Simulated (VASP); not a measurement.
**SnSe: single point with PBE+D3(BJ)**

The system is SnSe.

```
Sn Se
1.0
     4.30303    0.00000    0.00000
     0.00000    4.30303    0.00000
     0.00000    0.00000    6.09325
Sn Se
2 2
Cartesian
  2.1515 0.0000 1.5717
  0.0000 2.1515 4.5215
  2.1515 0.0000 4.5274
  0.0000 2.1515 1.5659
```

```json
{
 "Program": "VASP 6.6.1",
 "Task": "single point",
 "Functional": "PBE",
 "Dispersion": "D3(BJ)",
 "Potentials or basis": "VASP PAW PBE potentials, release 64 (Sn_d, Se)",
 "Cutoff": "520 eV",
 "k mesh": "6 × 6 × 6, shifted",
 "Occupations": "methfessel-paxton, width 0.02 eV",
 "Spin": "no spin polarisation",
 "Dipole correction": "no",
 "Further INCAR settings": "ALGO = Normal; EDIFF = 1e-07; NBANDS = 28"
}
```

```yaml
Pressure: -2.3 GPa
Band_gap_on_the_k_mesh: 0.76 eV
Dispersion_energy_per_atom: -0.341 eV
```

Forces in eV/Å, atoms in the order of the input:
```
Sn   0.000  0.000 -0.002
Sn   0.000  0.000  0.002
Se   0.000  0.000  0.003
Se   0.000  0.000 -0.003
```

Levels at points of the mesh, in eV from the valence-band top:
| k point | band 18 | band 19 | band 20 | band 21 | band 22 | band 23 |
| --- | --- | --- | --- | --- | --- | --- |
| (0.08, 0.08, 0.08) | -2.01 | -1.86 | -1.39 | 3.30 | 3.65 | 4.04 |

It took 25 s on 1 thread of AMD EPYC 9R45 96-Core Processor (Zen 5) (shared host), peak memory 0.2 GiB.

Caveat: semilocal functionals underestimate gaps, and a narrow one can read as zero; spin-orbit coupling is left out, which moves the levels of the heavy elements; a shifted mesh leaves out Γ, where band edges can lie. A k mesh can miss the band edges.
